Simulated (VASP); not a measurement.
Write the native input for VASP 6.6.1 that does the following.

- Task: single point
- Functional: PBE
- Potentials or basis: VASP PAW PBE potentials, release 64 (Al, B, N)
- Cutoff: 520 eV
- k mesh: 4 × 4 × 4
- Occupations: gaussian, width 0.1 eV
- Spin: no spin polarisation
- Dipole correction: no
- Further INCAR settings: ALGO = Normal; EDIFF = 1e-06; NBANDS = 31

The structure of Al2B3N5 lies in POSCAR:

```
Al2B3N5
1.0
    3.2620360846      0.3694790503     -0.1842450837
   -0.5293846483      4.5223908703     -0.2978646119
   -0.9110278325     -1.9683559403      6.6800183818
Al B N
2 3 5
Direct
    0.0258081762      0.6490676211      0.2455983301
    0.5742362989      0.2034931263      0.3544237436
    0.6995147348      0.8025820226      0.6115828176
    0.7999952151      0.4095847550      0.8000107474
   -0.0995216567      0.9909831625     -0.0115633254
    0.9032787646      0.6747369579      0.9864476000
    0.0076926546      0.2218656117      0.2073544769
    0.5923618996      0.8145391966      0.3926633402
    0.6967413984      0.4883234892      0.6135717998
    0.7999924644      0.0781240571      0.8000104198
```

One way to write it, as run:

INCAR

```
SYSTEM = Al2B3N5
PREC = Accurate
ENCUT = 520
EDIFF = 1E-6
ISMEAR = 0
SIGMA = 0.1
LREAL = .False.
LASPH = .True.
NELM = 60
ALGO = Normal
ISIF = 2
LWAVE = .False.
LCHARG = .True.
GGA = PE
LELF = .True.
LVHAR = .True.
NBANDS = 31
```

KPOINTS

```
Automatic mesh
0
Gamma
  4 4 4
  0 0 0
```

Potentials or basis: VASP PAW PBE potentials, release 64 (Al, B, N).

Command:

```sh
$ cat potpaw_PBE.64/Al/POTCAR potpaw_PBE.64/B/POTCAR potpaw_PBE.64/N/POTCAR > POTCAR
$ mpirun -np 1 vasp_std > vasp.out
```

Results of the run:

```
Pressure               : 0.0 GPa
Largest force          : 0.030 eV/Å
Band gap on the k mesh : 2.56 eV (least direct gap 3.83 eV)
```

Caveat: the k points lie up to 0.49 Å⁻¹ apart.

Run time: 59 s on 1 thread of Intel(R) Xeon(R) 6975P-C (Granite Rapids) (shared host), peak memory 0.25 GiB.
